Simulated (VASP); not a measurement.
# KTaO3 (Pm-3m) in VASP: notebook

The runs below take KTaO3 through single point, with LDA.

Everything below comes from runs of VASP 6.6.1. Logs are shortened: lines on timing, memory, paths and dates and some standing lists are left out, and cuts for length are marked.

## 1. The cell of the first run

Symmetry: Pm-3m, No. 221, cubic system. The conventional cell has a = 3.907 Å, b = 3.907 Å, c = 3.907 Å, α = 90.00°, β = 90.00°, γ = 90.00°. K (site symmetry m-3m) has 12 O at 2.76 Å and 8 Ta at 3.38 Å within 3.6 Å. Ta (site symmetry m-3m) has 6 O at 1.95 Å within 2.6 Å. Within 2.6 Å of O (site symmetry 4/mmm) lie 2 Ta at 1.95 Å.

## 2. Single point, LDA (volume scaled by 0.94)

The input, INCAR:

```
SYSTEM = KTaO3
PREC     = Accurate       ! precision mode
ENCUT    = 600            ! plane-wave cutoff, eV
EDIFF    = 1E-6           ! SCF threshold, eV
ISMEAR   = -1             ! smearing method
SIGMA    = 0.01           ! smearing width, eV
LREAL    = .False.        ! projectors in reciprocal space
LASPH    = .True.         ! aspherical terms in the spheres
NELM     = 120            ! most SCF steps
ALGO     = Normal         ! electronic algorithm
ISIF     = 2              ! what is computed and relaxed
LWAVE    = .False.        ! write WAVECAR
LCHARG   = .False.        ! write CHGCAR
GGA      = CA             ! functional
NBANDS   = 27             ! bands
GGA_COMPAT= .False.
```

The input, KPOINTS:

```
regular mesh
0
Gamma
  5 5 5
  0 0 0
```

The input, POSCAR:

```
KTaO3
1.0
    3.9068832774      0.0000000000      0.0000000000
    0.0000000000      3.9068832774      0.0000000000
    0.0000000000      0.0000000000      3.9068832774
K Ta O
1 1 3
Direct
    0.5000000000      0.5000000000      0.5000000000
    0.0000000000      0.0000000000      0.0000000000
    0.5000000000      0.0000000000      0.0000000000
    0.0000000000      0.5000000000      0.0000000000
    0.0000000000      0.0000000000      0.5000000000
```

Potentials or basis: VASP PAW LDA potentials, release 64 (K_sv, Ta_pv, O).

Run with:

```sh
> cat potpaw_LDA.64/K_sv/POTCAR potpaw_LDA.64/Ta_pv/POTCAR potpaw_LDA.64/O/POTCAR > POTCAR
> mpirun -np 1 vasp_std > vasp.out
```

OUTCAR:

```text
SYSTEM = KTaO3
   PREC = Accurate
   ENCUT = 600
   EDIFF = 1E-6
   ISMEAR = -1
   LREAL = .False.
   LASPH = .True.
   NELM = 120
   ISIF = 2
   GGA = CA

 ion  position               nearest neighbor table
   1  0.500  0.500  0.500-   3 2.76   4 2.76   5 2.76   3 2.76   4 2.76   3 2.76   5 2.76   3 2.76
                             4 2.76   5 2.76   4 2.76   5 2.76   2 3.38   2 3.38   2 3.38   2 3.38
   2  0.000  0.000  0.000-   3 1.95   4 1.95   5 1.95   5 1.95   4 1.95   3 1.95   1 3.38   1 3.38
                             1 3.38   1 3.38   1 3.38   1 3.38   1 3.38   1 3.38
   3  0.500  0.000  0.000-   2 1.95   2 1.95   1 2.76   1 2.76   1 2.76   1 2.76
   4  0.000  0.500  0.000-   2 1.95   2 1.95   1 2.76   1 2.76   1 2.76   1 2.76
   5  0.000  0.000  0.500-   2 1.95   2 1.95   1 2.76   1 2.76   1 2.76   1 2.76

  LATTYP: Found a simple cubic cell.
 ALAT       =     3.9068832774

  Lattice vectors:

 A1 = (   3.9068832774,   0.0000000000,   0.0000000000)
 A2 = (   0.0000000000,   3.9068832774,   0.0000000000)
 A3 = (   0.0000000000,   0.0000000000,   3.9068832774)

Analysis of symmetry for initial positions (statically):
=====================================================================
 Subroutine PRICEL returns:
 Original cell was already a primitive cell.

 Routine SETGRP: Setting up the symmetry group for a
 simple cubic supercell.

 Subroutine GETGRP returns: Found 48 space group operations
 (whereof 48 operations were pure point group operations)
 out of a pool of 48 trial point group operations.

The static configuration has the point symmetry O_h .

Analysis of symmetry for dynamics (positions and initial velocities):
=====================================================================
 Subroutine PRICEL returns:
 Original cell was already a primitive cell.

 Routine SETGRP: Setting up the symmetry group for a
 simple cubic supercell.

 Subroutine GETGRP returns: Found 48 space group operations
 (whereof 48 operations were pure point group operations)
 out of a pool of 48 trial point group operations.

The dynamic configuration has the point symmetry O_h .

 Subroutine INISYM returns: Found 48 space group operations
 (whereof 48 operations are pure point group operations),
 and found     1 'primitive' translations

----------------------------------------------------------------------------------------

                                     Primitive cell

  volume of cell :      59.6336

  direct lattice vectors                    reciprocal lattice vectors
     3.906883277  0.000000000  0.000000000     0.255958504  0.000000000  0.000000000
     0.000000000  3.906883277  0.000000000     0.000000000  0.255958504  0.000000000
     0.000000000  0.000000000  3.906883277     0.000000000  0.000000000  0.255958504

  length of vectors
     3.906883277  3.906883277  3.906883277     0.255958504  0.255958504  0.255958504

  position of ions in fractional coordinates (direct lattice)
     0.500000000  0.500000000  0.500000000
     0.000000000  0.000000000  0.000000000
     0.500000000  0.000000000  0.000000000
     0.000000000  0.500000000  0.000000000
     0.000000000  0.000000000  0.500000000

  ion indices of the primitive-cell ions
   primitive index   ion index
                 1           1
                 2           2
                 3           3
                 4           4
                 5           5

----------------------------------------------------------------------------------------

 KPOINTS: regular mesh

Automatic generation of k-mesh.
 Grid dimensions read from file:
 generate k-points for:    5    5    5

 Generating k-lattice:

  Cartesian coordinates                     Fractional coordinates (reciprocal lattice)
     0.051191701  0.000000000  0.000000000     0.200000000  0.000000000  0.000000000
     0.000000000  0.051191701  0.000000000     0.000000000  0.200000000  0.000000000
     0.000000000  0.000000000  0.051191701     0.000000000  0.000000000  0.200000000

  Length of vectors
     0.051191701  0.051191701  0.051191701

  Shift w.r.t. Gamma in fractional coordinates (k-lattice)
     0.000000000  0.000000000  0.000000000

 Subroutine IBZKPT returns following result:
 ===========================================

 Found     10 irreducible k-points:

 Following reciprocal coordinates:
            Coordinates               Weight
  0.000000  0.000000  0.000000      1.000000
  0.200000  0.000000  0.000000      6.000000
  0.400000  0.000000  0.000000      6.000000
  0.200000  0.200000  0.000000     12.000000
  0.400000  0.200000  0.000000     24.000000
  0.400000  0.400000  0.000000     12.000000
  0.200000  0.200000  0.200000      8.000000
  0.400000  0.200000  0.200000     24.000000
  0.400000  0.400000  0.200000     24.000000
  0.400000  0.400000  0.400000      8.000000
   k-points           NKPTS =     10   k-points in BZ     NKDIM =     10   number of bands    NBANDS=     27
   number of dos      NEDOS =    301   number of ions     NIONS =      5
   total plane-waves  NPLWV =  32768
   dimension x,y,z NGX =    32 NGY =   32 NGZ =   32
   dimension x,y,z NGXF=    64 NGYF=   64 NGZF=   64
   ions per type =               1   1   3
   NGX,Y,Z   is equivalent  to a cutoff of  13.62, 13.62, 13.62 a.u.
   NGXF,Y,Z  is equivalent  to a cutoff of  27.23, 27.23, 27.23 a.u.
 SYSTEM =  KTaO3
   PREC   = accura    normal or accurate (medium, high low for compatibility)
   ISTART =      0    job   : 0-new  1-cont  2-samecut
   ICHARG =      2    charge: 1-file 2-atom 10-const
   ISPIN  =      1    spin polarized calculation?
   LNONCOLLINEAR =      F non collinear calculations
   LSORBIT =      F    spin-orbit coupling
   LASPH  =      T    aspherical Exc in radial PAW
   ENCUT  =  600.0 eV  44.10 Ry    6.64 a.u.   7.80  7.80  7.80*2*pi/ulx,y,z
   NELM   =    120;   NELMIN=  2; NELMDL= -5     # of ELM steps
   EDIFF  = 0.1E-05   stopping-criterion for ELM
   LREAL  =      F    real-space projection
   EDIFFG = 0.1E-04   stopping-criterion for IOM
   NSW    =      0    number of steps for IOM
   IBRION =     -1    ionic relax: 0-MD 1-quasi-New 2-CG
   NFREE  =      0    steps in history (QN), initial steepest desc. (CG)
   ISIF   =      2    stress and relaxation
   ISYM   =      2    0-nonsym 1-usesym 2-fastsym
   POTIM  = 0.5000    time-step for ionic-motion
   TEBEG  =    0.0;   TEEND  =   0.0 temperature during run
   PSTRESS=    0.0 pullay stress
   NELECT =      38.0000    total number of electrons
   NUPDOWN=      -1.0000    fix difference up-down
   EMIN   =  10.00;   EMAX   =-10.00  energy-range for DOS
   EFERMI =   0.00;   METHOD = LEGACY
   ISMEAR =    -1;   SIGMA  =   0.01  broadening in eV -4-tet -1-fermi 0-gaus
   EFERMI_NEDOS =   21; number of points for ismear=-14 and -15
   IALGO  =     38    algorithm
   IMIX   =      4    mixing-type and parameters
     AMIX     =   0.40;   BMIX     =  1.00
     AMIX_MAG =   1.60;   BMIX_MAG =  1.00
  volume/ion in A,a.u.               =      11.93        80.49
  Fermi-wavevector in a.u.,A,eV,Ry     =   1.408766  2.662182 27.002425  1.984622
  Thomas-Fermi vector in A             =   2.530891
   LORBIT       =      0    0 simple, 1 ext, 2 COOP (PROOUT), +10 PAW based schemes
   GGA     = CA    functional components
   LHFCALC =     F    Hartree Fock is set to
   AEXX    =    0.0000 exact exchange contribution
   IVDW    =     0    specifies the selected vdW correction
   LEPSILON=     F    determine dielectric tensor
   LRPA    =     F    only Hartree local field effects (RPA)
 non-spin polarized calculation
  energy-cutoff  :      600.00
  volume of cell :       59.63
 maximum number of plane-waves:      2004
 NGX is ok and might be reduce to    32
   NGX = 15   NGY = 15   NGZ = 15

 number of electron      37.9999980 magnetization

 Free energy of the ion-electron system (eV)
  ---------------------------------------------------
  ext. energy  EPLUGINS =         0.00000000
  ---------------------------------------------------
  free energy    TOTEN  =       -44.98773519 eV

  energy without entropy =      -44.98773519  energy(sigma->0) =      -44.98773519

 E-fermi :   2.0758     XC(G=0): -11.7487

 val. band max:        1.8425360607   @ k =   0.4000   0.4000   0.4000
 cond. band min:       4.1056761457   @ k =   0.0000   0.0000   0.0000
 fundamental gap:      2.2631400850
 Fermi energy:         2.0758493722

 k-point     1 :       0.0000    0.0000    0.0000
  band No.  band energies     occupation
      1     -31.6854      2.00000
      2     -31.6854      2.00000
      3     -31.6854      2.00000
      4     -24.8684      2.00000
      5     -15.5164      2.00000
      6     -14.7678      2.00000
[... 19 lines left out ...]
     26       9.7331      0.00000
     27       9.7331      0.00000

 k-point     2 :       0.2000    0.0000    0.0000
  band No.  band energies     occupation
      1     -31.7285      2.00000
      2     -31.6836      2.00000
      3     -31.6836      2.00000
      4     -24.8529      2.00000
      5     -15.4368      2.00000
      6     -14.7573      2.00000
[... 19 lines left out ...]
     26      10.2520      0.00000
     27      11.0485      0.00000

 k-point     3 :       0.4000    0.0000    0.0000
  band No.  band energies     occupation
      1     -31.7968      2.00000
      2     -31.6807      2.00000
      3     -31.6807      2.00000
      4     -24.8278      2.00000
      5     -15.4463      2.00000
      6     -14.7401      2.00000
[... 19 lines left out ...]
     26      11.2124      0.00000
     27      12.4227      0.00000

 k-point     4 :       0.2000    0.2000    0.0000
  band No.  band energies     occupation
      1     -31.7271      2.00000
      2     -31.7258      2.00000
      3     -31.6819      2.00000
      4     -24.8404      2.00000
      5     -15.2895      2.00000
      6     -14.5540      2.00000
[... 19 lines left out ...]
     26      10.7870      0.00000
     27      11.8170      0.00000

 k-point     5 :       0.4000    0.2000    0.0000
  band No.  band energies     occupation
      1     -31.7944      2.00000
      2     -31.7231      2.00000
      3     -31.6790      2.00000
      4     -24.8202      2.00000
      5     -15.2314      2.00000
      6     -14.5041      2.00000
[... 19 lines left out ...]
     26      11.8877      0.00000
     27      12.7905      0.00000

 k-point     6 :       0.4000    0.4000    0.0000
  band No.  band energies     occupation
      1     -31.7907      2.00000
      2     -31.7902      2.00000
      3     -31.6762      2.00000
      4     -24.8079      2.00000
      5     -15.0574      2.00000
      6     -13.8506      2.00000
[... 19 lines left out ...]
     26      13.2316      0.00000
     27      13.4807      0.00000

 k-point     7 :       0.2000    0.2000    0.2000
  band No.  band energies     occupation
      1     -31.7255      2.00000
      2     -31.7239      2.00000
      3     -31.7239      2.00000
      4     -24.8297      2.00000
      5     -15.0302      2.00000
      6     -14.4139      2.00000
[... 19 lines left out ...]
     26      11.8241      0.00000
     27      11.8242      0.00000

 k-point     8 :       0.4000    0.2000    0.2000
  band No.  band energies     occupation
      1     -31.7921      2.00000
      2     -31.7217      2.00000
      3     -31.7209      2.00000
      4     -24.8125      2.00000
      5     -14.8957      2.00000
      6     -14.3832      2.00000
[... 19 lines left out ...]
     26      11.9973      0.00000
     27      12.7989      0.00000

 k-point     9 :       0.4000    0.4000    0.2000
  band No.  band energies     occupation
      1     -31.7886      2.00000
      2     -31.7882      2.00000
      3     -31.7183      2.00000
      4     -24.8000      2.00000
      5     -14.6211      2.00000
      6     -13.8199      2.00000
[... 19 lines left out ...]
     26      12.7904      0.00000
     27      12.8470      0.00000

 k-point    10 :       0.4000    0.4000    0.4000
  band No.  band energies     occupation
      1     -31.7854      2.00000
      2     -31.7849      2.00000
      3     -31.7849      2.00000
      4     -24.7873      2.00000
      5     -13.8474      2.00000
      6     -13.7138      2.00000
[... 19 lines left out ...]
     26      13.3528      0.00000
     27      13.8255      0.00000

------------------------ aborting loop because EDIFF is reached ----------------------------------------

  FORCE on cell =-STRESS in cart. coord.  units (eV):
  Direction    XX          YY          ZZ          XY          YZ          ZX
  --------------------------------------------------------------------------------------
  -------------------------------------------------------------------------------------
  Total        3.5304823      3.5304823      3.5304823     -0.0000000     -0.0000000     -0.0000000
  in kB       94.8534906     94.8534906     94.8534906     -0.0000000     -0.0000000     -0.0000000
  external PRESSURE =      94.8534906 kB  Pullay stress =       0.0000000 kB

 VOLUME and BASIS-vectors are now :
 -----------------------------------------------------------------------------
  energy-cutoff  :      600.00
  volume of cell :       59.63
      direct lattice vectors                 reciprocal lattice vectors
     3.906883277  0.000000000  0.000000000     0.255958504  0.000000000  0.000000000
     0.000000000  3.906883277  0.000000000     0.000000000  0.255958504  0.000000000
     0.000000000  0.000000000  3.906883277     0.000000000  0.000000000  0.255958504

 POSITION                                       TOTAL-FORCE (eV/Angst)
 -----------------------------------------------------------------------------------
      1.95344      1.95344      1.95344         0.000000      0.000000      0.000000
      0.00000      0.00000      0.00000         0.000000      0.000000      0.000000
      1.95344      0.00000      0.00000         0.000000      0.000000      0.000000
      0.00000      1.95344      0.00000         0.000000      0.000000      0.000000
      0.00000      0.00000      1.95344         0.000000      0.000000      0.000000
 -----------------------------------------------------------------------------------
    total drift:                                0.000000      0.000000     -0.000000

  FREE ENERGIE OF THE ION-ELECTRON SYSTEM (eV)
  ---------------------------------------------------
  free  energy   TOTEN  =       -44.9877351866 eV

  energy  without entropy=      -44.9877351866  energy(sigma->0) =      -44.98773519
```

It took 14 s on 1 thread of Intel Xeon Platinum 8488C (Sapphire Rapids), shared host; peak memory 0.16 GiB.

What came out:

| Quantity | Value |
| --- | --- |
| Free energy | -44.9877 eV |
| Pressure | 9.5 GPa |
| Band gap on the k mesh | 2.26 eV, indirect (least direct gap 2.72 eV) |

Levels at points of the mesh, in eV from the valence-band top:
| k point | band 15 | band 16 | band 17 | band 18 | band 19 | band 20 | band 21 | band 22 | band 23 | band 24 |
| --- | --- | --- | --- | --- | --- | --- | --- | --- | --- | --- |
| (0.00, 0.00, 0.00) | -1.05 | -1.05 | -0.46 | -0.46 | -0.46 | 2.26 | 2.26 | 2.26 | 7.01 | 7.62 |

Caveat: spin-orbit coupling is left out, which moves the levels of the heavy elements. A k mesh can miss the band edges.

## 3. Single point, LDA (volume scaled by 0.98)

The input, INCAR:

```
SYSTEM = KTaO3
  ALGO = Normal
  EDIFF = 1E-6
  ENCUT = 600
  GGA = CA
  GGA_COMPAT = .FALSE.
  ISIF = 2
  ISMEAR = -1
  LASPH = .TRUE.
  LCHARG = .TRUE.
  LELF = .TRUE.
  LREAL = .FALSE.
  LVHAR = .TRUE.
  LWAVE = .FALSE.
  NBANDS = 27
  NELM = 120
  PREC = Accurate
  SIGMA = 0.01
```

The input, KPOINTS:

```
k-points
0
G
  5 5 5
  0 0 0
```

Edit POSCAR of step 2 so:

```diff
@@ -2,5 +2,5 @@
 1.0
-    3.9068832774      0.0000000000      0.0000000000
-    0.0000000000      3.9068832774      0.0000000000
-    0.0000000000      0.0000000000      3.9068832774
+    3.9615320794      0.0000000000      0.0000000000
+    0.0000000000      3.9615320794      0.0000000000
+    0.0000000000      0.0000000000      3.9615320794
 K Ta O
```

Potentials or basis: VASP PAW LDA potentials, release 64 (K_sv, Ta_pv, O).

Run with:

```sh
> cat potpaw_LDA.64/K_sv/POTCAR potpaw_LDA.64/Ta_pv/POTCAR potpaw_LDA.64/O/POTCAR > POTCAR
> mpirun -np 1 vasp_std > vasp.out
```

It took 18 s on 1 thread of Intel Xeon Platinum 8488C (Sapphire Rapids), shared host; peak memory 0.16 GiB.

It converged, with:

* Free energy: -45.0623 eV
* Pressure: -0.4 GPa
* Band gap on the k mesh: 2.18 eV, indirect (least direct gap 2.67 eV)

Levels at points of the mesh, in eV from the valence-band top:
| k point | band 16 | band 17 | band 18 | band 19 | band 20 | band 21 | band 22 | band 23 |
| --- | --- | --- | --- | --- | --- | --- | --- | --- |
| (0.00, 0.00, 0.00) | -0.99 | -0.50 | -0.50 | -0.50 | 2.18 | 2.18 | 2.18 | 6.66 |

Caveat: spin-orbit coupling is left out, which moves the levels of the heavy elements. A k mesh can miss the band edges.

(Part 1 of 2 ends here.)
